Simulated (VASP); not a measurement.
Wanted: the native input for a VASP 6.6.1 run.

- Task: single point
- Functional: PBE
- Potentials or basis: VASP PAW PBE potentials, release 64 (Ca_sv, S)
- Cutoff: 500 eV
- k mesh: 10 × 10 × 10
- Occupations: gaussian, width 0.01 eV
- Spin: no spin polarisation
- Dipole correction: no
- Further INCAR settings: ALGO = Normal; EDIFF = 1e-06; NBANDS = 15

The structure of CaS lies in POSCAR:

```
CaS
1.0
    0.0000000000      2.5444332185      2.5444332185
    2.5444332185      0.0000000000      2.5444332185
    2.5444332185      2.5444332185      0.0000000000
Ca S
1 1
Direct
    0.0000000000      0.0000000000      0.0000000000
    0.5000000000      0.5000000000      0.5000000000
```

These files were run (other wordings do the same):

INCAR

```
  PREC = Accurate
  ENCUT = 500
  EDIFF = 1E-6
  ISMEAR = 0
  SIGMA = 0.01
  LREAL = F
  LASPH = T
  NELM = 120
  ALGO = Normal
  ISIF = 2
  LWAVE = F
  LCHARG = F
  GGA = PE
  NBANDS = 15
  GGA_COMPAT = F
```

KPOINTS

```
Automatic mesh
0
Gamma
  10 10 10
```

Potentials or basis: VASP PAW PBE potentials, release 64 (Ca_sv, S).

Run with:

```sh
$ cat potpaw_PBE.64/Ca_sv/POTCAR potpaw_PBE.64/S/POTCAR > POTCAR
$ mpirun -np 1 vasp_std > vasp.out
```

It gave:

```yaml
Pressure: 40.5 GPa
Band_gap_on_the_k_mesh: 1.14 eV (least direct gap 2.14 eV)
```

Caveat: the cell stands under pressure.

Run time: 33 s on 1 thread of Intel(R) Xeon(R) Platinum 8259CL CPU @ 2.50GHz (Skylake/Cascade Lake), on a shared host, peak memory 0.16 GiB.
